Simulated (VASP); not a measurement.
Wanted: the native input for a VASP 6.6.1 run.

```yaml
Task: single point
Functional: LDA
Potentials_or_basis: VASP PAW LDA potentials, release 64 (Al, N)
Cutoff: 600 eV
k_mesh: 8 × 8 × 8
Occupations: gaussian, width 0.1 eV
Spin: no spin polarisation
Dipole_correction: no
Further_INCAR_settings: ALGO = Normal; EDIFF = 1e-06; NBANDS = 11
```

The structure of AlN (lda) lies in POSCAR:

```
AlN
1.0
    0.0000000000      2.1900000000      2.1900000000
    2.1900000000      0.0000000000      2.1900000000
    2.1900000000      2.1900000000      0.0000000000
Al N
1 1
Direct
    0.0000000000      0.0000000000      0.0000000000
    0.2500000000      0.2500000000      0.2500000000
```

One way to write it, as run:

INCAR

```
ALGO     = Normal         # electronic algorithm
EDIFF    = 1E-6           # SCF threshold, eV
ENCUT    = 600            # plane-wave cutoff, eV
GGA_COMPAT= F            
ISIF     = 2              # what is computed and relaxed
ISMEAR   = 0              # smearing method
LASPH    = T              # aspherical terms in the spheres
LCHARG   = T              # write CHGCAR
LELF     = T              # ELF
LREAL    = F              # projectors in reciprocal space
LVHAR    = T            
LWAVE    = F              # write WAVECAR
NBANDS   = 11             # bands
NELM     = 120            # most SCF steps
PREC     = Accurate       # precision mode
SIGMA    = 0.1            # smearing width, eV
```

KPOINTS

```
k-points
0
Gamma
  8 8 8
```

Potentials or basis: VASP PAW LDA potentials, release 64 (Al, N).

Command:

```sh
$ cat potpaw_LDA.64/Al/POTCAR potpaw_LDA.64/N/POTCAR > POTCAR
$ mpirun -np 1 vasp_std > vasp.out
```

Results of the run:

```
Pressure               : -4.7 GPa
Band gap on the k mesh : 3.22 eV, indirect (least direct gap 4.16 eV)
```

It took 17 s on 1 thread of Intel Xeon 8259CL, with other jobs on the host, peak memory 0.14 GiB.
